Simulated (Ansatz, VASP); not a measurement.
# Two plane-wave programs on CaBPd3

```
Ca B Pd
1.0
     4.24005    0.00000    0.00000
     0.00000    4.24005    0.00000
     0.00000    0.00000    4.24005
Ca B Pd
1 1 3
Direct
  0.50000 0.50000 0.50000
  0.00000 0.00000 0.00000
  0.50000 0.00000 0.00000
  0.00000 0.50000 0.00000
  0.00000 0.00000 0.50000
```

Alike in both runs: task single point; functional LDA; k mesh 6 × 6 × 6; no spin polarisation.

|  | VASP | Ansatz |
| --- | --- | --- |
| version | VASP 6.6.1 | Ansatz 0.2.0 |
| potentials or method | VASP PAW LDA potentials, release 64 (Ca_sv, B, Pd), cutoff 520 eV | plane waves, PAW |
| occupations | fermi-dirac, width 0.1 eV | fermi-dirac |
| valence electrons in the cell | 43 | 67 |

Ansatz gave:

| Property | Result |
| --- | --- |
| pressure (GPa) | -4.3 |

Q: What did VASP give for the same quantities?

A: Pressure (GPa): -3.8.

LDA's correlation is that of Perdew and Zunger in VASP and of Perdew and Wang (1992) in Ansatz. VASP's potentials hold 43 valence electrons a cell and Ansatz's 67, so a difference there can come from the potentials and not from the codes.
